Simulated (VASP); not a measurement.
A run of VASP 6.6.1 is set up as follows.

Contents of INCAR:

```
SYSTEM = CaBe
  PREC = Accurate
  ENCUT = 600
  EDIFF = 1E-7
  ISMEAR = -1
  SIGMA = 0.15
  LREAL = .FALSE.
  LASPH = .TRUE.
  NELM = 80
  ALGO = Fast
  ISIF = 3
  LWAVE = .FALSE.
  LCHARG = .FALSE.
  GGA = PE
  IBRION = 2
  NSW = 80
  EDIFFG = -0.001
```

KPOINTS

```
regular mesh
0
G
  12 12 10
  0 0 0
```

POSCAR

```
CaBe
1.0
    5.0059158844      0.0000000000      0.0000000000
   -2.5029579422      4.3352503251      0.0000000000
    0.0000000000      0.0000000000      4.1670797299
Ca Be
2 2
Direct
    0.3333333333      0.6666666667      0.2500000000
    0.6666666667      0.3333333333      0.7500000000
    0.0000000000      0.0000000000      0.0000000000
    0.0000000000      0.0000000000      0.5000000000
```

Potentials or basis: VASP PAW PBE potentials, release 64 (Ca_sv, Be).

Command:

```console
$ cat potpaw_PBE.64/Ca_sv/POTCAR potpaw_PBE.64/Be/POTCAR > POTCAR
$ mpirun -np 1 vasp_std > vasp.out
```

Q: Predict the band gap on the k mesh.

A: Zero (bands 12 and 13 overlap by 0.40 eV).

Q: Estimate the relaxed volume.

A: 22.70 Å³/atom.

Q: What does it give for the space group after relaxing (to 0.1 Å)?

A: P6_3/mmc (No. 194).

Q: Predict the relaxed cell.

A: a = 5.014 Å, b = 5.014 Å, c = 4.170 Å, α = 90.00°, β = 90.00°, γ = 120.00°.

Step by step:
```csv
step,energy change (eV),largest force (eV/Å),pressure (GPa),volume (Å³)
1,0.0000,0.0000,0.14,90.43
2,-0.0002,0.0000,0.04,90.70
3,-0.0002,0.0000,-0.01,90.81
4,-0.0002,0.0000,0.00,90.80
5,-0.0002,0.0000,0.00,90.80
```
